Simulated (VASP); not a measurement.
# KZnWO4 (F-43m) in VASP: further runs

Runs on KZnWO4. Level: PBE. Tasks: single point, relaxation of cell and atoms.

All numbers are computed with VASP 6.6.1; they aren't measurements. Logs are shortened: lines on timing, memory, paths and dates and some standing lists are left out, and cuts for length are marked.

## 1. The cell of the first run

Symmetry: F-43m, No. 216, cubic system. The conventional cell has a = 8.698 Å, b = 8.698 Å, c = 8.698 Å, α = 90.00°, β = 90.00°, γ = 90.00°. Within 4.8 Å of K (site symmetry -43m) lie 12 O at 3.62 Å and 4 Zn at 3.77 Å and 6 W at 4.35 Å. Within 2.6 Å of Zn (site symmetry -43m) lie 4 O at 1.96 Å. Within 2.4 Å of W (site symmetry -43m) lie 4 O at 1.81 Å. Within 2.4 Å of O (site symmetry 3m) lie 1 W at 1.81 Å and 1 Zn at 1.96 Å.

The cell was generated, and may not be a known phase.

## 2. Single point, PBE

The input, INCAR:

```
PREC = Accurate ; ENCUT = 520
EDIFF = 1E-6 ; ISMEAR = 0
SIGMA = 0.1 ; LREAL = F
LASPH = T ; NELM = 100
ALGO = Normal ; ISIF = 2
LWAVE = F ; LCHARG = F
GGA = PE ; NBANDS = 38
```

The input, KPOINTS:

```
regular mesh
0
Gamma
  4 4 4
```

The input, POSCAR:

```
KZnWO4
1.0
    0.0000000000      4.3490668889      4.3490668889
    4.3490668889      0.0000000000      4.3490668889
    4.3490668889      4.3490668889      0.0000000000
K Zn W O
1 1 1 4
Direct
    0.2500000000      0.2500000000      0.2500000000
    0.0000000000      0.0000000000      0.0000000000
    0.7500000000      0.7500000000      0.7500000000
    0.8700642849      0.8700642849      0.3898071453
    0.3898071453      0.8700642849      0.8700642849
    0.8700642849      0.8700642849      0.8700642849
    0.8700642849      0.3898071453      0.8700642849
```

Potentials or basis: VASP PAW PBE potentials, release 64 (K_sv, Zn, W_sv, O).

Command:

```console
$ cat potpaw_PBE.64/K_sv/POTCAR potpaw_PBE.64/Zn/POTCAR potpaw_PBE.64/W_sv/POTCAR potpaw_PBE.64/O/POTCAR > POTCAR
$ mpirun -np 1 vasp_std > vasp.out
```

OUTCAR:

```text
PREC = Accurate
   ENCUT = 520
   EDIFF = 1E-6
   ISMEAR = 0
   LREAL = F
   LASPH = T
   NELM = 100
   ISIF = 2
   GGA = PE

 ion  position               nearest neighbor table
   1  0.250  0.250  0.250-
   2  0.000  0.000  0.000-   6 1.96   5 1.96   4 1.96   7 1.96
   3  0.750  0.750  0.750-   4 1.81   5 1.81   7 1.81   6 1.81
   4  0.870  0.870  0.390-   3 1.81   2 1.96
   5  0.390  0.870  0.870-   3 1.81   2 1.96
   6  0.870  0.870  0.870-   3 1.81   2 1.96
   7  0.870  0.390  0.870-   3 1.81   2 1.96

  LATTYP: Found a face centered cubic cell.
 ALAT       =     8.6981337778

  Lattice vectors:

 A1 = (   0.0000000000,   4.3490668889,   4.3490668889)
 A2 = (   4.3490668889,   0.0000000000,   4.3490668889)
 A3 = (   4.3490668889,   4.3490668889,   0.0000000000)

Analysis of symmetry for initial positions (statically):
=====================================================================
 Subroutine PRICEL returns:
 Original cell was already a primitive cell.

 Routine SETGRP: Setting up the symmetry group for a
 face centered cubic supercell.

 Subroutine GETGRP returns: Found 24 space group operations
 (whereof 24 operations were pure point group operations)
 out of a pool of 48 trial point group operations.

The static configuration has the point symmetry T_d .

Analysis of symmetry for dynamics (positions and initial velocities):
=====================================================================
 Subroutine PRICEL returns:
 Original cell was already a primitive cell.

 Routine SETGRP: Setting up the symmetry group for a
 face centered cubic supercell.

 Subroutine GETGRP returns: Found 24 space group operations
 (whereof 24 operations were pure point group operations)
 out of a pool of 48 trial point group operations.

The dynamic configuration has the point symmetry T_d .

 Subroutine INISYM returns: Found 24 space group operations
 (whereof 24 operations are pure point group operations),
 and found     1 'primitive' translations

----------------------------------------------------------------------------------------

                                     Primitive cell

  volume of cell :     164.5198

  direct lattice vectors                    reciprocal lattice vectors
     0.000000000  4.349066889  4.349066889    -0.114967190  0.114967190  0.114967190
     4.349066889  0.000000000  4.349066889     0.114967190 -0.114967190  0.114967190
     4.349066889  4.349066889  0.000000000     0.114967190  0.114967190 -0.114967190

  length of vectors
     6.150509378  6.150509378  6.150509378     0.199129015  0.199129015  0.199129015

  position of ions in fractional coordinates (direct lattice)
     0.250000000  0.250000000  0.250000000
     0.000000000  0.000000000  0.000000000
     0.750000000  0.750000000  0.750000000
     0.870064285  0.870064285  0.389807145
     0.389807145  0.870064285  0.870064285
     0.870064285  0.870064285  0.870064285
     0.870064285  0.389807145  0.870064285

  ion indices of the primitive-cell ions
   primitive index   ion index
                 1           1
                 2           2
                 3           3
                 4           4
                 5           5
                 6           6
                 7           7

----------------------------------------------------------------------------------------

 KPOINTS: regular mesh

Automatic generation of k-mesh.
 Grid dimensions read from file:
 generate k-points for:    4    4    4

 Generating k-lattice:

  Cartesian coordinates                     Fractional coordinates (reciprocal lattice)
    -0.028741798  0.028741798  0.028741798     0.250000000  0.000000000  0.000000000
     0.028741798 -0.028741798  0.028741798     0.000000000  0.250000000  0.000000000
     0.028741798  0.028741798 -0.028741798     0.000000000  0.000000000  0.250000000

  Length of vectors
     0.049782254  0.049782254  0.049782254

  Shift w.r.t. Gamma in fractional coordinates (k-lattice)
     0.000000000  0.000000000  0.000000000

 Subroutine IBZKPT returns following result:
 ===========================================

 Found      8 irreducible k-points:

 Following reciprocal coordinates:
            Coordinates               Weight
  0.000000  0.000000  0.000000      1.000000
  0.250000  0.000000  0.000000      8.000000
  0.500000  0.000000  0.000000      4.000000
  0.250000  0.250000  0.000000      6.000000
  0.500000  0.250000  0.000000     24.000000
 -0.250000  0.250000  0.000000     12.000000
  0.500000  0.500000  0.000000      3.000000
 -0.250000  0.500000  0.250000      6.000000
   k-points           NKPTS =      8   k-points in BZ     NKDIM =      8   number of bands    NBANDS=     38
   number of dos      NEDOS =    301   number of ions     NIONS =      7
   total plane-waves  NPLWV = 110592
   dimension x,y,z NGX =    48 NGY =   48 NGZ =   48
   dimension x,y,z NGXF=    96 NGYF=   96 NGZF=   96
   ions per type =               1   1   1   4
   NGX,Y,Z   is equivalent  to a cutoff of  12.97, 12.97, 12.97 a.u.
   NGXF,Y,Z  is equivalent  to a cutoff of  25.95, 25.95, 25.95 a.u.
 SYSTEM =  unknown system
   PREC   = accura    normal or accurate (medium, high low for compatibility)
   ISTART =      0    job   : 0-new  1-cont  2-samecut
   ICHARG =      2    charge: 1-file 2-atom 10-const
   ISPIN  =      1    spin polarized calculation?
   LNONCOLLINEAR =      F non collinear calculations
   LSORBIT =      F    spin-orbit coupling
   LASPH  =      T    aspherical Exc in radial PAW
   ENCUT  =  520.0 eV  38.22 Ry    6.18 a.u.  11.44 11.44 11.44*2*pi/ulx,y,z
   NELM   =    100;   NELMIN=  2; NELMDL= -5     # of ELM steps
   EDIFF  = 0.1E-05   stopping-criterion for ELM
   LREAL  =      F    real-space projection
   EDIFFG = 0.1E-04   stopping-criterion for IOM
   NSW    =      0    number of steps for IOM
   IBRION =     -1    ionic relax: 0-MD 1-quasi-New 2-CG
   NFREE  =      0    steps in history (QN), initial steepest desc. (CG)
   ISIF   =      2    stress and relaxation
   ISYM   =      2    0-nonsym 1-usesym 2-fastsym
   POTIM  = 0.5000    time-step for ionic-motion
   TEBEG  =    0.0;   TEEND  =   0.0 temperature during run
   PSTRESS=    0.0 pullay stress
   NELECT =      59.0000    total number of electrons
   NUPDOWN=      -1.0000    fix difference up-down
   EMIN   =  10.00;   EMAX   =-10.00  energy-range for DOS
   EFERMI =   0.00;   METHOD = LEGACY
   ISMEAR =     0;   SIGMA  =   0.10  broadening in eV -4-tet -1-fermi 0-gaus
   EFERMI_NEDOS =   21; number of points for ismear=-14 and -15
   IALGO  =     38    algorithm
   IMIX   =      4    mixing-type and parameters
     AMIX     =   0.40;   BMIX     =  1.00
     AMIX_MAG =   1.60;   BMIX_MAG =  1.00
  volume/ion in A,a.u.               =      23.50       158.60
  Fermi-wavevector in a.u.,A,eV,Ry     =   1.163106  2.197952 18.406183  1.352816
  Thomas-Fermi vector in A             =   2.299660
   LORBIT       =      0    0 simple, 1 ext, 2 COOP (PROOUT), +10 PAW based schemes
   GGA     = PE    functional components
   LHFCALC =     F    Hartree Fock is set to
   AEXX    =    0.0000 exact exchange contribution
   IVDW    =     0    specifies the selected vdW correction
   LEPSILON=     F    determine dielectric tensor
   LRPA    =     F    only Hartree local field effects (RPA)
 non-spin polarized calculation
 Gauss-broadening in eV      SIGMA  =   0.10
  energy-cutoff  :      520.00
  volume of cell :      164.52
 maximum number of plane-waves:      4477
 NGX is ok and might be reduce to    48
   NGX = 23   NGY = 23   NGZ = 23

 number of electron      59.0000022 magnetization

 Free energy of the ion-electron system (eV)
  ---------------------------------------------------
  ext. energy  EPLUGINS =         0.00000000
  ---------------------------------------------------
  free energy    TOTEN  =       -46.59205373 eV

  energy without entropy =      -46.55748822  energy(sigma->0) =      -46.57477098

 E-fermi :   2.6783     XC(G=0):  -7.5217

 val. band max:        2.5765847458   @ k =   0.5000   0.5000   0.0000
 cond. band min:       2.6960888606   @ k =  -0.2500   0.2500   0.0000
 fundamental gap:      0.1195041149
 Fermi energy:         2.6782560218

 k-point     1 :       0.0000    0.0000    0.0000
  band No.  band energies     occupation
      1     -75.0431      2.00000
      2     -39.4423      2.00000
      3     -39.4423      2.00000
      4     -39.4423      2.00000
      5     -30.2206      2.00000
      6     -18.7083      2.00000
[... 30 lines left out ...]
     37       6.1530      0.00000
     38       6.2005      0.00000

 k-point     2 :       0.2500    0.0000    0.0000
  band No.  band energies     occupation
      1     -75.0431      2.00000
      2     -39.4423      2.00000
      3     -39.4423      2.00000
      4     -39.4423      2.00000
      5     -30.2206      2.00000
      6     -18.6561      2.00000
[... 30 lines left out ...]
     37       6.2914      0.00000
     38       6.2988      0.00000

 k-point     3 :       0.5000    0.0000    0.0000
  band No.  band energies     occupation
      1     -75.0431      2.00000
      2     -39.4423      2.00000
      3     -39.4423      2.00000
      4     -39.4423      2.00000
      5     -30.2205      2.00000
      6     -18.5906      2.00000
[... 30 lines left out ...]
     37       5.7982      0.00000
     38       6.4220      0.00000

 k-point     4 :       0.2500    0.2500    0.0000
  band No.  band energies     occupation
      1     -75.0431      2.00000
      2     -39.4423      2.00000
      3     -39.4423      2.00000
      4     -39.4423      2.00000
      5     -30.2205      2.00000
      6     -18.6357      2.00000
[... 30 lines left out ...]
     37       6.1769      0.00000
     38       6.2245      0.00000

 k-point     5 :       0.5000    0.2500    0.0000
  band No.  band energies     occupation
      1     -75.0431      2.00000
      2     -39.4423      2.00000
      3     -39.4423      2.00000
      4     -39.4423      2.00000
      5     -30.2205      2.00000
      6     -18.5617      2.00000
[... 30 lines left out ...]
     37       5.5287      0.00000
     38       6.1084      0.00000

 k-point     6 :      -0.2500    0.2500    0.0000
  band No.  band energies     occupation
      1     -75.0431      2.00000
      2     -39.4423      2.00000
      3     -39.4423      2.00000
      4     -39.4423      2.00000
      5     -30.2205      2.00000
      6     -18.5899      2.00000
[... 30 lines left out ...]
     37       5.3649      0.00000
     38       6.3140      0.00000

 k-point     7 :       0.5000    0.5000    0.0000
  band No.  band energies     occupation
      1     -75.0430      2.00000
      2     -39.4424      2.00000
      3     -39.4423      2.00000
      4     -39.4423      2.00000
      5     -30.2205      2.00000
      6     -18.5273      2.00000
[... 30 lines left out ...]
     37       5.8624      0.00000
     38       6.0462      0.00000

 k-point     8 :      -0.2500    0.5000    0.2500
  band No.  band energies     occupation
      1     -75.0431      2.00000
      2     -39.4424      2.00000
      3     -39.4423      2.00000
      4     -39.4423      2.00000
      5     -30.2205      2.00000
      6     -18.5279      2.00000
[... 30 lines left out ...]
     37       5.0902      0.00000
     38       5.2864      0.00000

------------------------ aborting loop because EDIFF is reached ----------------------------------------

  FORCE on cell =-STRESS in cart. coord.  units (eV):
  Direction    XX          YY          ZZ          XY          YZ          ZX
  --------------------------------------------------------------------------------------
  -------------------------------------------------------------------------------------
  Total        1.1594727      1.1594727      1.1594727      0.0000000     -0.0000000      0.0000000
  in kB       11.2915311     11.2915311     11.2915311      0.0000000     -0.0000000      0.0000000
  external PRESSURE =      11.2915311 kB  Pullay stress =       0.0000000 kB

 VOLUME and BASIS-vectors are now :
 -----------------------------------------------------------------------------
  energy-cutoff  :      520.00
  volume of cell :      164.52
      direct lattice vectors                 reciprocal lattice vectors
     0.000000000  4.349066889  4.349066889    -0.114967190  0.114967190  0.114967190
     4.349066889  0.000000000  4.349066889     0.114967190 -0.114967190  0.114967190
     4.349066889  4.349066889  0.000000000     0.114967190  0.114967190 -0.114967190

 POSITION                                       TOTAL-FORCE (eV/Angst)
 -----------------------------------------------------------------------------------
      2.17453      2.17453      2.17453         0.000000      0.000000      0.000000
      0.00000      0.00000      0.00000         0.000000      0.000000      0.000000
      6.52360      6.52360      6.52360         0.000000      0.000000      0.000000
      5.47927      5.47927      7.56794        -0.143345     -0.143345      0.143345
      7.56794      5.47927      5.47927         0.143345     -0.143345     -0.143345
      7.56794      7.56794      7.56794         0.143345      0.143345      0.143345
      5.47927      7.56794      5.47927        -0.143345      0.143345     -0.143345
 -----------------------------------------------------------------------------------
    total drift:                               -0.000002     -0.000002     -0.000002

  FREE ENERGIE OF THE ION-ELECTRON SYSTEM (eV)
  ---------------------------------------------------
  free  energy   TOTEN  =       -46.5920537325 eV

  energy  without entropy=      -46.5574882221  energy(sigma->0) =      -46.57477098
```

Wall time 45 s (1 thread of Oxide Virtual Turin-like, shared host); peak memory 0.32 GiB.

What came out:

| Property | Result |
| --- | --- |
| Free energy | -46.5921 eV |
| Pressure | 1.1 GPa |
| Largest force | 0.248 eV/Å |
| Band gap on the k mesh | zero (an odd number of electrons rules out a gap without spin polarisation) |

Forces on the atoms (eV/Å):
```
K    0.000  0.000  0.000
Zn   0.000  0.000  0.000
W    0.000  0.000  0.000
O   -0.143 -0.143  0.143
O    0.143 -0.143 -0.143
O    0.143  0.143  0.143
O   -0.143  0.143 -0.143
```

Levels at points of the mesh, in eV from the Fermi level:
| k point | band 25 | band 26 | band 27 | band 28 | band 29 | band 30 | band 31 | band 32 | band 33 | band 34 |
| --- | --- | --- | --- | --- | --- | --- | --- | --- | --- | --- |
| (0.00, 0.00, 0.00) | -6.46 | -6.46 | -5.05 | -5.05 | -5.05 | -1.05 | 0.37 | 0.37 | 2.10 | 2.10 |
| (0.50, 0.00, 0.00) | -5.95 | -5.56 | -5.09 | -5.09 | -5.05 | 0.20 | 0.36 | 0.36 | 0.98 | 1.51 |
| (0.50, 0.50, 0.00) | -5.56 | -5.56 | -5.10 | -5.06 | -5.06 | -0.10 | 0.54 | 0.61 | 1.58 | 1.61 |

Caveat: spin-orbit coupling is left out, which moves the levels of the heavy elements; an odd number of electrons without spin polarisation forces a metal; a magnetic or distorted state may lie lower.

## 3. Single point, PBE

This run uses another cell than the first one, of 23.71 Å³/atom.

The input, INCAR:

```
  PREC = Accurate
  ENCUT = 520
  EDIFF = 1E-6
  ISMEAR = 0
  SIGMA = 0.1
  LREAL = False
  LASPH = True
  NELM = 60
  ALGO = Normal
  ISIF = 2
  LWAVE = False
  LCHARG = True
  GGA = PE
  LELF = True
  LVHAR = True
  NBANDS = 38
```

The input, KPOINTS:

```
Automatic mesh
0
Gamma
  8 8 8
```

The input, POSCAR:

```
KZnWO4
1.0
    0.0000000000      4.3619281444      4.3619281444
    4.3619281444      0.0000000000      4.3619281444
    4.3619281444      4.3619281444      0.0000000000
K Zn W O
1 1 1 4
Direct
    0.7500000000      0.7500000000      0.7500000000
    0.0000000000      0.0000000000      0.0000000000
    0.2500000000      0.2500000000      0.2500000000
    0.1304849412      0.1304849412      0.1304849412
    0.1304849412      0.1304849412      0.6085451765
    0.1304849412      0.6085451765      0.1304849412
    0.6085451765      0.1304849412      0.1304849412
```

Potentials or basis: VASP PAW PBE potentials, release 64 (K_sv, Zn, W_sv, O).

Command:

```console
$ cat potpaw_PBE.64/K_sv/POTCAR potpaw_PBE.64/Zn/POTCAR potpaw_PBE.64/W_sv/POTCAR potpaw_PBE.64/O/POTCAR > POTCAR
$ mpirun -np 1 vasp_std > vasp.out
```

Wall time 2.6 min (1 thread of Oxide Virtual Turin-like, shared host); peak memory 0.42 GiB.

Results (log left out):

```yaml
Free_energy: -46.5978 eV
Pressure: 0.9 GPa
Largest_force: 0.318 eV/Å
Band_gap_on_the_k_mesh: zero (an odd number of electrons rules out a gap without spin polarisation)
```

Forces on the atoms (eV/Å):
```
K    0.000  0.000  0.000
Zn   0.000  0.000  0.000
W    0.000  0.000  0.000
O   -0.184 -0.184 -0.184
O    0.184  0.184 -0.184
O    0.184 -0.184  0.184
O   -0.184  0.184  0.184
```

Levels at points of the mesh, in eV from the Fermi level:
```
           k point  band 27  band 28  band 29  band 30  band 31  band 32  band 33  band 34
(0.00, 0.00, 0.00)    -5.01    -5.01    -5.01    -1.01     0.40     0.40     2.14     2.14
(0.50, 0.00, 0.00)    -5.07    -5.07    -5.01     0.18     0.40     0.40     1.01     1.56
(0.50, 0.50, 0.00)    -5.08    -5.05    -5.05    -0.07     0.51     0.64     1.61     1.65
```

Caveat: spin-orbit coupling is left out, which moves the levels of the heavy elements; an odd number of electrons without spin polarisation forces a metal; a magnetic or distorted state may lie lower.

(Part 1 of 2 ends here.)

The gap in the log of VASP goes by the Fermi energy; the results here count the filled bands.